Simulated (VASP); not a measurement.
Set up this calculation in VASP 6.6.1, as the native input.

- Task: single point
- Functional: PBEsol
- Potentials or basis: VASP PAW PBE potentials, release 64 (Zr_sv, C)
- Cutoff: 520 eV
- k mesh: 12 × 12 × 12
- Occupations: gaussian, width 0.05 eV
- Spin: no spin polarisation
- Dipole correction: no
- Further INCAR settings: ALGO = Normal; EDIFF = 1e-07; NBANDS = 15

The structure of ZrC lies in POSCAR:

```
ZrC
1.0
    0.0000000000      2.3580219528      2.3580219528
    2.3580219528      0.0000000000      2.3580219528
    2.3580219528      2.3580219528      0.0000000000
Zr C
1 1
Direct
    0.5000000000      0.5000000000      0.5000000000
    0.0000000000      0.0000000000      0.0000000000
```

One way to write it, as run:

INCAR

```
PREC     = Accurate       # precision mode
ENCUT    = 520            # plane-wave cutoff, eV
EDIFF    = 1E-7           # SCF threshold, eV
ISMEAR   = 0              # smearing method
SIGMA    = 0.05           # smearing width, eV
LREAL    = False          # projectors in reciprocal space
LASPH    = True           # aspherical terms in the spheres
NELM     = 80             # most SCF steps
ALGO     = Normal         # electronic algorithm
ISIF     = 2              # what is computed and relaxed
LWAVE    = False          # write WAVECAR
LCHARG   = True           # write CHGCAR
GGA      = PS             # functional
LELF     = True           # ELF
LVHAR    = True         
NBANDS   = 15             # bands
```

KPOINTS

```
regular mesh
0
Gamma
  12 12 12
```

Potentials or basis: VASP PAW PBE potentials, release 64 (Zr_sv, C).

Command:

```bash
$ cat potpaw_PBE.64/Zr_sv/POTCAR potpaw_PBE.64/C/POTCAR > POTCAR
$ mpirun -np 1 vasp_std > vasp.out
```

It gave:

```yaml
Pressure: -6.3 GPa
Band_gap_on_the_k_mesh: zero (band 8 reaches 10.33 eV, above the bottom of band 9 at 9.01 eV)
```

Caveat: the PAW data sets were made with another functional, which shifts forces and pressure a little.

Run time: 23 s on 1 thread of AMD EPYC 9R45 96-Core Processor (Zen 5) (shared host), peak memory 0.14 GiB.
